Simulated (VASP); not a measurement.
# CdTe (F-43m) in VASP: single point with r2SCAN

Aim: the single point of CdTe with r2SCAN.

Everything below comes from runs of VASP 6.6.1. Logs are shortened: lines on timing, memory, paths and dates and some standing lists are left out, and cuts for length are marked.

## 1. The cell of the first run

The structure is cubic, space group F-43m (No. 216). Conventional cell: a = 6.481 Å, b = 6.481 Å, c = 6.481 Å, α = 90.00°, β = 90.00°, γ = 90.00°. Cd (site symmetry -43m) has 4 Te at 2.81 Å within 3.7 Å. Within 3.7 Å of Te (site symmetry -43m) lie 4 Cd at 2.81 Å.

## 2. Single point, r2SCAN, non-collinear spin, zero start, spin-orbit coupling

Input file POSCAR:

```
CdTe
1.0
    0.0000000000      3.2405000000      3.2405000000
    3.2405000000      0.0000000000      3.2405000000
    3.2405000000      3.2405000000      0.0000000000
Cd Te
1 1
Direct
    0.0000000000      0.0000000000      0.0000000000
    0.2500000000      0.2500000000      0.2500000000
```

Input file INCAR.step1:

```
SYSTEM = CdTe
ALGO = Normal
EDIFF = 1E-4
ENCUT = 520
GGA = PE
GGA_COMPAT = .FALSE.
ISMEAR = 0
LASPH = .TRUE.
LCHARG = .FALSE.
LREAL = .FALSE.
LSORBIT = .TRUE.
LWAVE = .TRUE.
MAGMOM = 0 0 0 0 0 0
NBANDS = 30
NELM = 150
PREC = Accurate
SIGMA = 0.01
```

Input file INCAR.step2:

```
SYSTEM = CdTe
ALGO = Normal
EDIFF = 1E-7
ENCUT = 520
GGA_COMPAT = .FALSE.
ISIF = 2
ISMEAR = 0
ISTART = 1
LASPH = .TRUE.
LCHARG = .FALSE.
LMIXTAU = .TRUE.
LORBIT = 11
LORBMOM = .TRUE.
LREAL = .FALSE.
LSORBIT = .TRUE.
LWAVE = .FALSE.
MAGMOM = 0 0 0 0 0 0
METAGGA = R2SCAN
NBANDS = 30
NELM = 150
PREC = Accurate
SIGMA = 0.01
```

Input file KPOINTS:

```
k-points
0
G
  8 8 8
  0 0 0
```

Potentials or basis: VASP PAW PBE potentials, release 64 (Cd, Te).

The run is started by

```sh
> cat potpaw_PBE.64/Cd/POTCAR potpaw_PBE.64/Te/POTCAR > POTCAR
> cp INCAR.step1 INCAR
> mpirun -np 1 vasp_ncl > vasp.out
> cp INCAR.step2 INCAR
> mpirun -np 1 vasp_ncl > vasp.out
```

OUTCAR:

```text
SYSTEM = CdTe
   EDIFF = 1E-7
   ENCUT = 520
   ISIF = 2
   ISMEAR = 0
   ISTART = 1
   LASPH = .TRUE.
   LORBIT = 11
   LREAL = .FALSE.
   LSORBIT = .TRUE.
   METAGGA = R2SCAN
   NELM = 150
   PREC = Accurate

 ion  position               nearest neighbor table
   1  0.000  0.000  0.000-   2 2.81   2 2.81   2 2.81   2 2.81
   2  0.250  0.250  0.250-   1 2.81   1 2.81   1 2.81   1 2.81

  LATTYP: Found a face centered cubic cell.
 ALAT       =     6.4810000000

  Lattice vectors:

 A1 = (   0.0000000000,   3.2405000000,   3.2405000000)
 A2 = (   3.2405000000,   0.0000000000,   3.2405000000)
 A3 = (   3.2405000000,   3.2405000000,   0.0000000000)

Analysis of symmetry for initial positions (statically):
=====================================================================
 Subroutine PRICEL returns:
 Original cell was already a primitive cell.

 Routine SETGRP: Setting up the symmetry group for a
 face centered cubic supercell.

 Subroutine GETGRP returns: Found 24 space group operations
 (whereof 24 operations were pure point group operations)
 out of a pool of 48 trial point group operations.

The static configuration has the point symmetry T_d .

Analysis of symmetry for dynamics (positions and initial velocities):
=====================================================================
 Subroutine PRICEL returns:
 Original cell was already a primitive cell.

 Routine SETGRP: Setting up the symmetry group for a
 face centered cubic supercell.

 Subroutine GETGRP returns: Found 24 space group operations
 (whereof 24 operations were pure point group operations)
 out of a pool of 48 trial point group operations.

The dynamic configuration has the point symmetry T_d .

Analysis of structural, dynamic, and magnetic symmetry:
=====================================================================
 Subroutine PRICEL returns:
 Original cell was already a primitive cell.

 Routine SETGRP: Setting up the symmetry group for a
 face centered cubic supercell.

 Subroutine GETGRP returns: Found 24 space group operations
 (whereof 24 operations were pure point group operations)
 out of a pool of 48 trial point group operations.

The overall configuration has the point symmetry T_d .

 Subroutine INISYM returns: Found 24 space group operations
 (whereof 24 operations are pure point group operations),
 and found     1 'primitive' translations

----------------------------------------------------------------------------------------

                                     Primitive cell

  volume of cell :      68.0559

  direct lattice vectors                    reciprocal lattice vectors
     0.000000000  3.240500000  3.240500000    -0.154297176  0.154297176  0.154297176
     3.240500000  0.000000000  3.240500000     0.154297176 -0.154297176  0.154297176
     3.240500000  3.240500000  0.000000000     0.154297176  0.154297176 -0.154297176

  length of vectors
     4.582759049  4.582759049  4.582759049     0.267250549  0.267250549  0.267250549

  position of ions in fractional coordinates (direct lattice)
     0.000000000  0.000000000  0.000000000
     0.250000000  0.250000000  0.250000000

  ion indices of the primitive-cell ions
   primitive index   ion index
                 1           1
                 2           2

----------------------------------------------------------------------------------------

 KPOINTS: k-points

Automatic generation of k-mesh.
 Grid dimensions read from file:
 generate k-points for:    8    8    8

 Generating k-lattice:

  Cartesian coordinates                     Fractional coordinates (reciprocal lattice)
    -0.019287147  0.019287147  0.019287147     0.125000000  0.000000000  0.000000000
     0.019287147 -0.019287147  0.019287147     0.000000000  0.125000000  0.000000000
     0.019287147  0.019287147 -0.019287147     0.000000000  0.000000000  0.125000000

  Length of vectors
     0.033406319  0.033406319  0.033406319

  Shift w.r.t. Gamma in fractional coordinates (k-lattice)
     0.000000000  0.000000000  0.000000000

 Subroutine IBZKPT returns following result:
 ===========================================

 Found     43 irreducible k-points:

 Following reciprocal coordinates:
            Coordinates               Weight
  0.000000  0.000000  0.000000      1.000000
  0.125000  0.000000  0.000000      4.000000
 -0.125000  0.000000  0.000000      4.000000
  0.250000  0.000000  0.000000      4.000000
 -0.250000  0.000000  0.000000      4.000000
  0.375000  0.000000  0.000000      4.000000
[... 16 lines left out ...]
 -0.375000 -0.250000  0.000000     12.000000
  0.500000  0.250000  0.000000     12.000000
 [... further k-points ...]
[... 27 lines left out ...]
   TEBEG  =    0.0;   TEEND  =   0.0 temperature during run
   PSTRESS=    0.0 pullay stress
   NELECT =      18.0000    total number of electrons
   NUPDOWN=      -1.0000    fix difference up-down
   EMIN   =  10.00;   EMAX   =-10.00  energy-range for DOS
   EFERMI =   0.00;   METHOD = LEGACY
   ISMEAR =     0;   SIGMA  =   0.01  broadening in eV -4-tet -1-fermi 0-gaus
   EFERMI_NEDOS =   21; number of points for ismear=-14 and -15
   IALGO  =     38    algorithm
   IMIX   =      4    mixing-type and parameters
     AMIX     =   0.40;   BMIX     =  1.00
     AMIX_MAG =   1.60;   BMIX_MAG =  1.00
  volume/ion in A,a.u.               =      34.03       229.63
  Fermi-wavevector in a.u.,A,eV,Ry     =   1.050857  1.985832 15.024921  1.104301
  Thomas-Fermi vector in A             =   2.185877
   LORBIT       =     11    0 simple, 1 ext, 2 COOP (PROOUT), +10 PAW based schemes
   METAGGA = R2SCAN    functional components
   LHFCALC =     F    Hartree Fock is set to
   AEXX    =    0.0000 exact exchange contribution
   IVDW    =     0    specifies the selected vdW correction
   LEPSILON=     F    determine dielectric tensor
   LRPA    =     F    only Hartree local field effects (RPA)
 Gauss-broadening in eV      SIGMA  =   0.01
  energy-cutoff  :      520.00
  volume of cell :       68.06
 maximum number of plane-waves:      3710
 NGX is ok and might be reduce to    36
   NGX = 17   NGY = 17   NGZ = 17

 number of electron      17.9999996 magnetization      -0.0000000     -0.0000000     -0.0000000

 number of electron      17.9999996 magnetization      -0.0000000      0.0000000     -0.0000000

 number of electron      17.9999996 magnetization       0.0000000      0.0000000     -0.0000000

 number of electron      17.9999996 magnetization       0.0000000      0.0000000      0.0000000

 Free energy of the ion-electron system (eV)
  ---------------------------------------------------
  ext. energy  EPLUGINS =         0.00000000
  ---------------------------------------------------
  free energy    TOTEN  =       -46.74975076 eV

  energy without entropy =      -46.74975076  energy(sigma->0) =      -46.74975076

 E-fermi :   2.4671     XC(G=0):  -9.1042

 val. band max:        2.3673744860   @ k =   0.0000   0.0000   0.0000
 cond. band min:       3.3750048204   @ k =   0.0000   0.0000   0.0000
 fundamental gap:      1.0076303344
 Fermi energy:         2.4671109407

 k-point     1 :       0.0000    0.0000    0.0000
  band No.  band energies     occupation
      1      -9.4221      1.00000
      2      -9.4221      1.00000
      3      -6.7688      1.00000
      4      -6.7688      1.00000
      5      -6.7688      1.00000
      6      -6.7688      1.00000
[... 781 lines left out ...]
     29      13.1738      0.00000
     30      13.1877      0.00000

 [... further k-points ...]
[... 5 lines left out ...]
  --------------------------------------------------------------------------------------
  -------------------------------------------------------------------------------------
  Total        0.7156738      0.7156738      0.7156738      0.0000000      0.0000000      0.0000000
  in kB       16.8484377     16.8484377     16.8484377      0.0000000      0.0000000      0.0000000
  external PRESSURE =      16.8484377 kB  Pullay stress =       0.0000000 kB

 VOLUME and BASIS-vectors are now :
 -----------------------------------------------------------------------------
  energy-cutoff  :      520.00
  volume of cell :       68.06
      direct lattice vectors                 reciprocal lattice vectors
     0.000000000  3.240500000  3.240500000    -0.154297176  0.154297176  0.154297176
     3.240500000  0.000000000  3.240500000     0.154297176 -0.154297176  0.154297176
     3.240500000  3.240500000  0.000000000     0.154297176  0.154297176 -0.154297176

 POSITION                                       TOTAL-FORCE (eV/Angst)
 -----------------------------------------------------------------------------------
      0.00000      0.00000      0.00000        -0.000000     -0.000000     -0.000000
      1.62025      1.62025      1.62025         0.000000      0.000000      0.000000
 -----------------------------------------------------------------------------------
    total drift:                                0.000000      0.000000      0.000000

  FREE ENERGIE OF THE ION-ELECTRON SYSTEM (eV)
  ---------------------------------------------------
  free  energy   TOTEN  =       -46.7497507612 eV

  energy  without entropy=      -46.7497507612  energy(sigma->0) =      -46.74975076

 orbital moment (x)

 # of ion     p       d       tot
 ----------------------------------------
  1         0.000  -0.000  -0.000
  2         0.000   0.000   0.000
 ----------------------------------------
            0.000  -0.000  -0.000

 orbital moment (y)

 # of ion     p       d       tot
 ----------------------------------------
  1         0.000   0.000   0.000
  2         0.000  -0.000   0.000
 ----------------------------------------
            0.000   0.000   0.000

 orbital moment (z)

 # of ion     p       d       tot
 ----------------------------------------
  1        -0.000   0.000  -0.000
  2         0.000   0.000   0.000
 ----------------------------------------
           -0.000   0.000  -0.000

 Spin-Orbit-Coupling matrix elements

 Ion:    1  E_soc:     -0.0582512
 l=   1
     0.0000000    -0.0029050    -0.0029050
    -0.0029050     0.0000000    -0.0029050
    -0.0029050    -0.0029050     0.0000000
 l=   2
     0.0000000    -0.0013763     0.0000000    -0.0013763    -0.0054272
    -0.0013763     0.0000000    -0.0040704    -0.0013763    -0.0013568
     0.0000000    -0.0040704     0.0000000    -0.0040704     0.0000000
    -0.0013763    -0.0013763    -0.0040704     0.0000000    -0.0013568
    -0.0054272    -0.0013568     0.0000000    -0.0013568     0.0000000
 l=   3
     0.0000000     0.0000000     0.0000000     0.0000000     0.0000000     0.0000000     0.0000000
     0.0000000     0.0000000     0.0000000     0.0000000     0.0000000     0.0000000     0.0000000
     0.0000000     0.0000000     0.0000000     0.0000000     0.0000000     0.0000000     0.0000000
     0.0000000     0.0000000     0.0000000     0.0000000     0.0000000     0.0000000     0.0000000
     0.0000000     0.0000000     0.0000000     0.0000000     0.0000000     0.0000000     0.0000000
     0.0000000     0.0000000     0.0000000     0.0000000     0.0000000     0.0000000     0.0000000
     0.0000000     0.0000000     0.0000000     0.0000000     0.0000000     0.0000000     0.0000000

 Ion:    2  E_soc:     -0.1794716
 l=   1
     0.0000000    -0.0298396    -0.0298396
    -0.0298396     0.0000000    -0.0298396
    -0.0298396    -0.0298396     0.0000000
 l=   2
     0.0000000    -0.0000295     0.0000000    -0.0000295    -0.0000428
    -0.0000295     0.0000000    -0.0000321    -0.0000295    -0.0000107
     0.0000000    -0.0000321     0.0000000    -0.0000321     0.0000000
    -0.0000295    -0.0000295    -0.0000321     0.0000000    -0.0000107
    -0.0000428    -0.0000107     0.0000000    -0.0000107     0.0000000
 l=   3
     0.0000000     0.0000000     0.0000000     0.0000000     0.0000000     0.0000000     0.0000000
     0.0000000     0.0000000     0.0000000     0.0000000     0.0000000     0.0000000     0.0000000
     0.0000000     0.0000000     0.0000000     0.0000000     0.0000000     0.0000000     0.0000000
     0.0000000     0.0000000     0.0000000     0.0000000     0.0000000     0.0000000     0.0000000
     0.0000000     0.0000000     0.0000000     0.0000000     0.0000000     0.0000000     0.0000000
     0.0000000     0.0000000     0.0000000     0.0000000     0.0000000     0.0000000     0.0000000
     0.0000000     0.0000000     0.0000000     0.0000000     0.0000000     0.0000000     0.0000000

 total charge

# of ion       s       p       d       tot
------------------------------------------
    1        0.452   0.314   9.547  10.313
    2        1.351   2.110   0.021   3.483
--------------------------------------------------
tot          1.803   2.424   9.568  13.796

 magnetization (x)

# of ion       s       p       d       tot
------------------------------------------
    1        0.000  -0.000   0.000   0.000
    2        0.000   0.000   0.000   0.000
--------------------------------------------------
tot          0.000  -0.000   0.000   0.000

 magnetization (y)

# of ion       s       p       d       tot
------------------------------------------
    1        0.000   0.000   0.000   0.000
    2        0.000   0.000   0.000   0.000
--------------------------------------------------
tot          0.000   0.000   0.000   0.000

 magnetization (z)

# of ion       s       p       d       tot
------------------------------------------
    1        0.000   0.000   0.000   0.000
    2       -0.000   0.000  -0.000  -0.000
--------------------------------------------------
tot          0.000   0.000  -0.000   0.000
```

It took 12 min on 1 thread of Intel Xeon Platinum 8488C (Sapphire Rapids), shared host; peak memory 0.53 GiB.

Results:

```
Free energy                                           : -46.7498 eV
Pressure                                              : 1.7 GPa
Net moment                                            : 0.00 μB per cell
Valence electrons inside the program's atomic spheres : Cd 10.31; Te 3.48
```

Moments on the atoms (μB; x, y, z):
```
Cd  0.00 0.00 0.00
Te  0.00 0.00 0.00
```

Caveat: the PAW data sets were made with another functional, which shifts forces and pressure a little.
